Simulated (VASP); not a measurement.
# Te4Rh2O (C2/m) in VASP: single point with r2SCAN

Aim: the single point of Te4Rh2O with r2SCAN.

Everything below comes from runs of VASP 6.6.1. Logs are shortened: lines on timing, memory, paths and dates and some standing lists are left out, and cuts for length are marked.

**1. The cell of the first run**

Symmetry: C2/m, No. 12, monoclinic system. The conventional cell has a = 12.713 Å, b = 3.644 Å, c = 5.713 Å, α = 90.00°, β = 104.76°, γ = 90.00°. Within 2.6 Å of O (site symmetry 2/m) lie 2 Te at 2.00 Å. Rh (site symmetry m) has 6 Te at 2.58 to 2.68 Å and 2 Rh at 2.86 Å and 1 O at 3.14 Å within 3.4 Å. Within 3.7 Å of Te (site symmetry m) lie 4 Rh at 2.60 to 3.66 Å and 2 O at 2.94 Å and 11 Te at 3.22 to 3.64 Å. Within 2.7 Å of Te (site symmetry m) lie 1 O at 2.00 Å and 3 Rh at 2.58 to 2.68 Å.

**2. Single point, r2SCAN**

POSCAR reads:

```
Te4Rh2O
1.0
    0.0000000000      3.6436992980      0.0000000016
    5.6663944839     -0.0000000003      0.7316710163
   -3.2730613336      1.8218496518     -6.6202727988
O Rh Te
1 2 4
Direct
    0.0000000000      0.0000000000      0.0000000000
    0.2543920280      0.6858495077      0.4912159439
    0.7456079720      0.3141504923      0.5087840561
    0.3589173418      0.9366701808      0.2821653164
    0.6410826582      0.0633298192      0.7178346836
    0.9011292099      0.4195760983      0.1977415802
    0.0988707901      0.5804239017      0.8022584198
```

INCAR.step1 reads:

```
PREC = Accurate
ENCUT = 520
ISMEAR = -1
SIGMA = 0.1
LREAL = False
LASPH = True
NELM = 100
NBANDS = 39
GGA = PE
ALGO = Normal
EDIFF = 1E-4
LWAVE = True
LCHARG = False
```

INCAR.step2 reads:

```
PREC = Accurate
ENCUT = 520
EDIFF = 1E-6
ISMEAR = -1
SIGMA = 0.1
LREAL = False
LASPH = True
NELM = 100
ALGO = Normal
ISIF = 2
LWAVE = False
LCHARG = False
METAGGA = R2SCAN
LMIXTAU = True
NBANDS = 39
ISTART = 1
```

KPOINTS reads:

```
Automatic mesh
0
Gamma
  5 3 5
```

Potentials or basis: VASP PAW PBE potentials, release 64 (O, Rh_pv, Te).

Run with:

```
$ cat potpaw_PBE.64/O/POTCAR potpaw_PBE.64/Rh_pv/POTCAR potpaw_PBE.64/Te/POTCAR > POTCAR
$ cp INCAR.step1 INCAR
$ mpirun -np 1 vasp_std > vasp.out
$ cp INCAR.step2 INCAR
$ mpirun -np 1 vasp_std > vasp.out
```

OUTCAR:

```text
PREC = Accurate
   ENCUT = 520
   EDIFF = 1E-6
   ISMEAR = -1
   LREAL = False
   LASPH = True
   NELM = 100
   ISIF = 2
   METAGGA = R2SCAN
   ISTART = 1

 ion  position               nearest neighbor table
   1  0.000  0.000  0.000-   6 2.00   7 2.00
   2  0.254  0.686  0.491-   6 2.58   6 2.58   5 2.60   5 2.60   4 2.62   7 2.68   3 2.86   3 2.86

   3  0.746  0.314  0.509-   7 2.58   7 2.58   4 2.60   4 2.60   5 2.62   6 2.68   2 2.86   2 2.86

   4  0.359  0.937  0.282-   3 2.60   3 2.60   2 2.62   6 3.22   6 3.22   5 3.41   5 3.41   7 3.47
                             7 3.47   7 3.55   6 3.64   6 3.64
   5  0.641  0.063  0.718-   2 2.60   2 2.60   3 2.62   7 3.22   7 3.22   4 3.41   4 3.41   6 3.47
                             6 3.47   6 3.55   7 3.64   7 3.64
   6  0.901  0.420  0.198-   1 2.00   2 2.58   2 2.58   3 2.68   4 3.22   4 3.22   5 3.47   5 3.47
                             7 3.51   5 3.55   4 3.64   4 3.64
   7  0.099  0.580  0.802-   1 2.00   3 2.58   3 2.58   2 2.68   5 3.22   5 3.22   4 3.47   4 3.47
                             6 3.51   4 3.55   5 3.64   5 3.64

  LATTYP: Found a base centered monoclinic cell.
 ALAT       =    12.7127769635
 B/A-ratio  =     0.2866171025
 C/A-ratio  =     0.4494248260
 COS(beta)  =    -0.2547868527

  Lattice vectors:

 A1 = (  -2.3933331503,   1.8218496465,   5.8886017841)
 A2 = (  -2.3933331503,  -1.8218496515,   5.8886017825)
 A3 = (   5.6663944839,  -0.0000000003,   0.7316710163)

Analysis of symmetry for initial positions (statically):
=====================================================================
 Subroutine PRICEL returns:
 Original cell was already a primitive cell.

 Routine SETGRP: Setting up the symmetry group for a
 base centered monoclinic supercell.

 Subroutine GETGRP returns: Found  4 space group operations
 (whereof  4 operations were pure point group operations)
 out of a pool of  4 trial point group operations.

The static configuration has the point symmetry C_2h.

Analysis of symmetry for dynamics (positions and initial velocities):
=====================================================================
 Subroutine PRICEL returns:
 Original cell was already a primitive cell.

 Routine SETGRP: Setting up the symmetry group for a
 base centered monoclinic supercell.

 Subroutine GETGRP returns: Found  4 space group operations
 (whereof  4 operations were pure point group operations)
 out of a pool of  4 trial point group operations.

The dynamic configuration has the point symmetry C_2h.

 Subroutine INISYM returns: Found  4 space group operations
 (whereof  4 operations are pure point group operations),
 and found     1 'primitive' translations

----------------------------------------------------------------------------------------

                                     Primitive cell

  volume of cell :     127.9604

  direct lattice vectors                    reciprocal lattice vectors
     0.000000000  3.643699298  0.000000002    -0.010417241  0.274446357  0.080675870
     5.666394484 -0.000000000  0.731671016     0.188513620  0.000000000 -0.093201090
    -3.273061334  1.821849652 -6.620272799     0.020834482  0.000000000 -0.161351740

  length of vectors
     3.643699298  5.713437575  7.606581267     0.286248001  0.210294622  0.162691302

  position of ions in fractional coordinates (direct lattice)
     0.000000000  0.000000000  0.000000000
     0.254392028  0.685849508  0.491215944
     0.745607972  0.314150492  0.508784056
     0.358917342  0.936670181  0.282165316
     0.641082658  0.063329819  0.717834684
     0.901129210  0.419576098  0.197741580
     0.098870790  0.580423902  0.802258420

  ion indices of the primitive-cell ions
   primitive index   ion index
                 1           1
                 2           2
                 3           3
                 4           4
                 5           5
                 6           6
                 7           7

----------------------------------------------------------------------------------------

 KPOINTS: Automatic mesh

Automatic generation of k-mesh.
 Grid dimensions read from file:
 generate k-points for:    5    3    5

 Generating k-lattice:

  Cartesian coordinates                     Fractional coordinates (reciprocal lattice)
    -0.002083448  0.054889271  0.016135174     0.200000000  0.000000000 -0.000000000
     0.062837873  0.000000000 -0.031067030     0.000000000  0.333333333  0.000000000
     0.004166896  0.000000000 -0.032270348     0.000000000 -0.000000000  0.200000000

  Length of vectors
     0.057249600  0.070098207  0.032538260

  Shift w.r.t. Gamma in fractional coordinates (k-lattice)
     0.000000000  0.000000000  0.000000000

 Subroutine IBZKPT returns following result:
 ===========================================

 Found     24 irreducible k-points:

 Following reciprocal coordinates:
            Coordinates               Weight
  0.000000  0.000000  0.000000      1.000000
  0.200000  0.000000  0.000000      4.000000
  0.400000  0.000000 -0.000000      4.000000
  0.000000  0.333333  0.000000      2.000000
  0.200000  0.333333  0.000000      4.000000
  0.400000  0.333333 -0.000000      4.000000
[... 16 lines left out ...]
 -0.200000  0.333333  0.400000      4.000000
 -0.000000 -0.333333  0.400000      2.000000
   k-points           NKPTS =     24   k-points in BZ     NKDIM =     24   number of bands    NBANDS=     39
   number of dos      NEDOS =    301   number of ions     NIONS =      7
   total plane-waves  NPLWV =  70560
   dimension x,y,z NGX =    28 NGY =   42 NGZ =   60
   dimension x,y,z NGXF=    56 NGYF=   84 NGZF=  120
   ions per type =               1   2   4
   NGX,Y,Z   is equivalent  to a cutoff of  12.78, 12.22, 13.11 a.u.
   NGXF,Y,Z  is equivalent  to a cutoff of  25.55, 24.44, 26.23 a.u.
 SYSTEM =  unknown system
   PREC   = accura    normal or accurate (medium, high low for compatibility)
   ISTART =      1    job   : 0-new  1-cont  2-samecut
   ICHARG =      0    charge: 1-file 2-atom 10-const
   ISPIN  =      1    spin polarized calculation?
   LNONCOLLINEAR =      F non collinear calculations
   LSORBIT =      F    spin-orbit coupling
   LASPH  =      T    aspherical Exc in radial PAW
   ENCUT  =  520.0 eV  38.22 Ry    6.18 a.u.   6.77 10.62 14.14*2*pi/ulx,y,z
   NELM   =    100;   NELMIN=  2; NELMDL=  0     # of ELM steps
   EDIFF  = 0.1E-05   stopping-criterion for ELM
   LREAL  =      F    real-space projection
   EDIFFG = 0.1E-04   stopping-criterion for IOM
   NSW    =      0    number of steps for IOM
   IBRION =     -1    ionic relax: 0-MD 1-quasi-New 2-CG
   NFREE  =      0    steps in history (QN), initial steepest desc. (CG)
   ISIF   =      2    stress and relaxation
   ISYM   =      2    0-nonsym 1-usesym 2-fastsym
   POTIM  = 0.5000    time-step for ionic-motion
   TEBEG  =    0.0;   TEEND  =   0.0 temperature during run
   PSTRESS=    0.0 pullay stress
   NELECT =      60.0000    total number of electrons
   NUPDOWN=      -1.0000    fix difference up-down
   EMIN   =  10.00;   EMAX   =-10.00  energy-range for DOS
   EFERMI =   0.00;   METHOD = LEGACY
   ISMEAR =    -1;   SIGMA  =   0.10  broadening in eV -4-tet -1-fermi 0-gaus
   EFERMI_NEDOS =   21; number of points for ismear=-14 and -15
   IALGO  =     38    algorithm
   IMIX   =      4    mixing-type and parameters
     AMIX     =   0.40;   BMIX     =  1.00
     AMIX_MAG =   1.60;   BMIX_MAG =  1.00
  volume/ion in A,a.u.               =      18.28       123.36
  Fermi-wavevector in a.u.,A,eV,Ry     =   1.271843  2.403434 22.008560  1.617583
  Thomas-Fermi vector in A             =   2.404754
   LORBIT       =      0    0 simple, 1 ext, 2 COOP (PROOUT), +10 PAW based schemes
   METAGGA = R2SCAN    functional components
   LHFCALC =     F    Hartree Fock is set to
   AEXX    =    0.0000 exact exchange contribution
   IVDW    =     0    specifies the selected vdW correction
   LEPSILON=     F    determine dielectric tensor
   LRPA    =     F    only Hartree local field effects (RPA)
 non-spin polarized calculation
  energy-cutoff  :      520.00
  volume of cell :      127.96
 maximum number of plane-waves:      3466
   NGX = 13   NGY = 21   NGZ = 29

 number of electron      59.9999995 magnetization

 Free energy of the ion-electron system (eV)
  ---------------------------------------------------
  ext. energy  EPLUGINS =         0.00000000
  ---------------------------------------------------
  free energy    TOTEN  =      -156.72171771 eV

  energy without entropy =     -156.61332889  energy(sigma->0) =     -156.66752330

 E-fermi :  10.9497     XC(G=0): -12.1899

 val. band max:       10.9379512799   @ k =   0.4000   0.3333   0.2000
 cond. band min:      10.9542346150   @ k =  -0.2000  -0.3333   0.2000
 fundamental gap:      0.0162833351
 Fermi energy:        10.9497028114

 k-point     1 :       0.0000    0.0000    0.0000
  band No.  band energies     occupation
      1     -37.5687      2.00000
      2     -37.5294      2.00000
      3     -37.5286      2.00000
      4     -37.4978      2.00000
      5     -37.4463      2.00000
      6     -37.4303      2.00000
[... 31 lines left out ...]
     38      15.4549      0.00000
     39      16.2016      0.00000

 k-point     2 :       0.2000    0.0000    0.0000
  band No.  band energies     occupation
      1     -37.5675      2.00000
      2     -37.5434      2.00000
      3     -37.5232      2.00000
      4     -37.4993      2.00000
      5     -37.4486      2.00000
      6     -37.4290      2.00000
[... 913 lines left out ...]
     38      17.1108      0.00000
     39      17.6254      0.00000

 k-point    24 :      -0.0000   -0.3333    0.4000
  band No.  band energies     occupation
      1     -37.5640      2.00000
      2     -37.5286      2.00000
      3     -37.5276      2.00000
      4     -37.4985      2.00000
      5     -37.4472      2.00000
      6     -37.4355      2.00000
[... 31 lines left out ...]
     38      16.2608      0.00000
     39      17.3662      0.00000

------------------------ aborting loop because EDIFF is reached ----------------------------------------

  FORCE on cell =-STRESS in cart. coord.  units (eV):
  Direction    XX          YY          ZZ          XY          YZ          ZX
  --------------------------------------------------------------------------------------
  -------------------------------------------------------------------------------------
  Total       16.0139451     15.9683810     15.9781579      0.0000000      0.0000000      0.0167831
  in kB      200.5087071    199.9382040    200.0606193      0.0000000      0.0000000      0.2101397
  external PRESSURE =     200.1691768 kB  Pullay stress =       0.0000000 kB

 VOLUME and BASIS-vectors are now :
 -----------------------------------------------------------------------------
  energy-cutoff  :      520.00
  volume of cell :      127.96
      direct lattice vectors                 reciprocal lattice vectors
     0.000000000  3.643699298  0.000000002    -0.010417241  0.274446357  0.080675870
     5.666394484 -0.000000000  0.731671016     0.188513620  0.000000000 -0.093201090
    -3.273061334  1.821849652 -6.620272799     0.020834482  0.000000000 -0.161351740

 POSITION                                       TOTAL-FORCE (eV/Angst)
 -----------------------------------------------------------------------------------
      0.00000      0.00000      0.00000         0.000000     -0.000000     -0.000000
      2.27851      1.82185     -2.75017         0.010861      0.000000     -0.005403
      0.11482      3.64370     -3.13843        -0.010861     -0.000000      0.005403
      4.38400      1.82185     -1.18268         0.015639     -0.000000      0.030446
     -1.99067      3.64370     -4.70592        -0.015639      0.000000     -0.030446
      1.73026      3.64370     -1.00211         0.009284     -0.000000      0.020465
      0.66307      1.82185     -4.88649        -0.009284      0.000000     -0.020465
 -----------------------------------------------------------------------------------
    total drift:                                0.000000     -0.000000      0.000000

  FREE ENERGIE OF THE ION-ELECTRON SYSTEM (eV)
  ---------------------------------------------------
  free  energy   TOTEN  =      -156.7217177130 eV

  energy  without entropy=     -156.6133288878  energy(sigma->0) =     -156.66752330
```

Wall time 6.5 min (1 thread of Intel Xeon Platinum 8488C (Sapphire Rapids), shared host); peak memory 0.34 GiB.

Results:

* Free energy: -156.7217 eV
* Pressure: 20.0 GPa
* Largest force: 0.034 eV/Å
* Band gap on the k mesh: zero (bands 30 and 31 overlap by 0.53 eV)

Forces on the atoms (eV/Å):
```
O    0.000  0.000  0.000
Rh   0.011  0.000 -0.005
Rh  -0.011  0.000  0.005
Te   0.016  0.000  0.030
Te  -0.016  0.000 -0.030
Te   0.009  0.000  0.020
Te  -0.009  0.000 -0.020
```

Levels at points of the mesh, in eV from the Fermi level:
```
           k point  band 26  band 27  band 28  band 29  band 30  band 31  band 32  band 33  band 34  band 35
(0.00, 0.00, 0.00)    -2.14    -2.13    -2.11     0.13     0.42     1.13     1.35     1.83     1.87     2.55
```

Caveat: the k points lie up to 0.37 Å⁻¹ apart, too coarse for converged energies and pressures of a metal; the PAW data sets were made with another functional, which shifts forces and pressure a little; spin-orbit coupling is left out, which moves the levels of the heavy elements.
